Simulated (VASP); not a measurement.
A run of VASP 6.6.1:

File INCAR:

```
ALGO = Normal ; EDIFF = 1E-7
EDIFFG = -0.04 ; ENCUT = 600
GGA = PE ; GGA_COMPAT = F
IBRION = 2 ; ISIF = 3
ISMEAR = 0 ; LASPH = T
LCHARG = F ; LREAL = F
LWAVE = F ; NELM = 120
NELMIN = 4 ; NSW = 90
PREC = Accurate ; SIGMA = 0.1
```

Contents of KPOINTS:

```
k-points
0
Gamma
  6 6 4
```

POSCAR

```
B3N2
1.0
    3.1341946081      0.0000000000      0.0000000000
   -1.5670973040      2.7142921510      0.0000000000
    0.0000000000      0.0000000000      3.7842509535
B N
3 2
Direct
    0.0000000000      0.0000000000      0.0000000000
    0.3333333333      0.6666666667      0.6250000000
    0.6666666667      0.3333333333      0.3750000000
    0.3333333333      0.6666666667      0.1380000000
    0.6666666667      0.3333333333      0.8620000000
```

Potentials or basis: VASP PAW PBE potentials, release 64 (B, N).

Run with:

```sh
$ cat potpaw_PBE.64/B/POTCAR potpaw_PBE.64/N/POTCAR > POTCAR
$ mpirun -np 1 vasp_std > vasp.out
```

Hardware: 1 thread of Intel Xeon 8259CL (shared host).

**Question.** How long does it take, and how much memory?

**Answer.** It took 12 min on 1 thread of Intel Xeon 8259CL (shared host), peak memory 0.16 GiB. Counts: scf iterations 374, k points 24, ion steps 43.
